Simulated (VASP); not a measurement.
Set up this calculation in VASP 6.6.1, as the native input.

```
Task                   : single point
Functional             : PBEsol
Potentials or basis    : VASP PAW PBE potentials, release 64 (Ir)
Cutoff                 : 500 eV
k mesh                 : 15 × 15 × 15
Occupations            : fermi-dirac, width 0.05 eV
Spin                   : no spin polarisation
Dipole correction      : no
Further INCAR settings : ALGO = Normal; EDIFF = 1e-06; NBANDS = 10
```

The structure of Ir lies in POSCAR:

```
Ir
1.0
    0.0000000000      1.9324136155      1.9324136155
    1.9324136155      0.0000000000      1.9324136155
    1.9324136155      1.9324136155      0.0000000000
Ir
1
Direct
    0.0000000000      0.0000000000      0.0000000000
```

This cell differs from its parent crystal: volume scaled by 1.02.

The input as run:

INCAR

```
PREC = Accurate ; ENCUT = 500
EDIFF = 1E-6 ; ISMEAR = -1
SIGMA = 0.05 ; LREAL = False
LASPH = True ; NELM = 120
ALGO = Normal ; ISIF = 2
LWAVE = False ; LCHARG = True
GGA = PS ; LELF = True
LVHAR = True ; NBANDS = 10
GGA_COMPAT = False
```

KPOINTS

```
Automatic mesh
0
Gamma
  15 15 15
```

Potentials or basis: VASP PAW PBE potentials, release 64 (Ir).

Run with:

```bash
$ cat potpaw_PBE.64/Ir/POTCAR > POTCAR
$ mpirun -np 1 vasp_std > vasp.out
```

It gave:

```
Pressure : -9.0 GPa
```

Caveat: the PAW data sets were made with another functional, which shifts forces and pressure a little.

It took 20 s on 1 thread of Intel Xeon 8259CL, on a shared host, peak memory 0.14 GiB.
